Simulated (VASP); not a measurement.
Write the native input for VASP 6.6.1 that does the following.

```
Task                   : single point
Functional             : PBE
Potentials or basis    : VASP PAW PBE potentials, release 64 (Al, In_d, As)
Cutoff                 : 500 eV
k mesh                 : 12 × 12 × 4
Occupations            : gaussian, width 0.1 eV
Spin                   : no spin polarisation
Dipole correction      : no
Further INCAR settings : ALGO = Normal; EDIFF = 1e-06; NBANDS = 31
```

The structure of AlIn2As3 lies in POSCAR:

```
AlIn2As3
1.0
    4.2628181026      0.0000000000      0.0000000000
   -2.1314090513      3.6917087685      0.0000000000
    0.0000000000      0.0000000000     10.4631440928
Al In As
1 2 3
Direct
    0.0000000000      0.0000000000      0.9998682018
    0.6666666667      0.3333333333      0.6737869240
    0.3333333333      0.6666666667      0.3276171071
    0.6666666667      0.3333333333      0.9303284542
    0.0000000000      0.0000000000      0.2362862070
    0.3333333333      0.6666666667      0.5821131059
```

The input as run:

INCAR

```
  PREC = Accurate
  ENCUT = 500
  EDIFF = 1E-6
  ISMEAR = 0
  SIGMA = 0.1
  LREAL = False
  LASPH = True
  NELM = 120
  ALGO = Normal
  ISIF = 2
  LWAVE = False
  LCHARG = False
  GGA = PE
  NBANDS = 31
  GGA_COMPAT = False
```

KPOINTS

```
regular mesh
0
Gamma
  12 12 4
```

Potentials or basis: VASP PAW PBE potentials, release 64 (Al, In_d, As).

The run is started by

```bash
$ cat potpaw_PBE.64/Al/POTCAR potpaw_PBE.64/In_d/POTCAR potpaw_PBE.64/As/POTCAR > POTCAR
$ mpirun -np 1 vasp_std > vasp.out
```

It gave:

```json
{
  "Pressure": "0.1 GPa",
  "Largest force": "0.006 eV/Å"
}
```

Wall time 5.4 min on 1 thread of Intel(R) Xeon(R) Platinum 8259CL CPU @ 2.50GHz (Skylake/Cascade Lake) (shared host), peak memory 0.47 GiB.
